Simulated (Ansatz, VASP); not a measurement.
# Ga2Te3O in VASP and in Ansatz

The input INCAR:

```
SYSTEM = Ga2Te3O
PREC     = Accurate       ! precision mode
ENCUT    = 520            ! plane-wave cutoff, eV
EDIFF    = 1E-6           ! SCF threshold, eV
ISMEAR   = 0              ! smearing method
SIGMA    = 0.1            ! smearing width, eV
LREAL    = .False.        ! projectors in reciprocal space
LASPH    = .True.         ! aspherical terms in the spheres
NELM     = 100            ! most SCF steps
ALGO     = Normal         ! electronic algorithm
ISIF     = 2              ! what is computed and relaxed
LWAVE    = .False.        ! write WAVECAR
LCHARG   = .False.        ! write CHGCAR
GGA      = PE             ! functional
NBANDS   = 34             ! bands
```

Contents of KPOINTS:

```
regular mesh
0
Gamma
  3 3 3
  0 0 0
```

File POSCAR:

```
Ga2Te3O
1.0
    3.1112310900      1.7962701100      4.9224150500
   -3.1112310900      1.7962701100      4.9224150500
    0.0000000000     -3.5925402200      4.9224150500
Ga Te O
2 3 1
Direct
    0.6256905800      0.6256905800      0.6256905800
    0.3743094200      0.3743094200      0.3743094200
    0.0000000000      0.5000000000      0.0000000000
    0.5000000000      0.0000000000      0.0000000000
    0.0000000000      0.0000000000      0.5000000000
    0.0000000000      0.0000000000      0.0000000000
```

Input for Ansatz:

```yaml
crystal:
  lattice:
    - [3.11123109, 1.79627011, 4.92241505]
    - [-3.11123109, 1.79627011, 4.92241505]
    - [0.0, -3.59254022, 4.92241505]
  atoms:
    - { symbol: Ga, position: [0.62569058, 0.62569058, 0.62569058] }
    - { symbol: Ga, position: [0.37430942, 0.37430942, 0.37430942] }
    - { symbol: Te, position: [0.0, 0.5, 0.0] }
    - { symbol: Te, position: [0.5, 0.0, 0.0] }
    - { symbol: Te, position: [0.0, 0.0, 0.5] }
    - { symbol: O, position: [0.0, 0.0, 0.0] }
basis:
  ecutwfc: 420
kpoints:
  mp_grid: { grid: [3, 3, 3] }
hamiltonian:
  xc: pbe
scf:
  occupations: { method: gaussian, width: 0.1 }
  lower_state_search: "off"
output:
  forces: true
  stress: true
  eigenvalues: true
```

Change from the starting cell: species swapped into the Y2Al3Fe type (R-3m, No. 166).

Alike in both runs: task single point; functional PBE; k mesh 3 × 3 × 3; occupations gaussian, width 0.1 eV; no spin polarisation.

|  | VASP | Ansatz |
| --- | --- | --- |
| version | VASP 6.6.1 | Ansatz 0.2.0 |
| potentials or method | VASP PAW PBE potentials, release 64 (Ga_d, Te, O), cutoff 520 eV | scalar-relativistic, plane waves, PAW |
| valence electrons in the cell | 50 | 80 |

```csv
,VASP,Ansatz,Ansatz less VASP
gap on the k mesh at the Fermi level (eV),none,none,-
pressure (GPa),-2.0,-1.9,+0.05
"traceless stress, the component that is largest in VASP (GPa)",-5.69,-5.71,-0.021
rms of the force components (eV/Å),0.071,0.072,+0.0003
```

Atom by atom the forces differ by 0.000 eV/Å (rms over components). A gap of «none» marks a metal or a gap that the smearing closes. VASP's potentials hold 50 valence electrons a cell and Ansatz's 80, so a difference there can come from the potentials and not from the codes.

The k mesh is coarse, so the values compare programs but aren't converged. Spin-orbit coupling is off throughout.
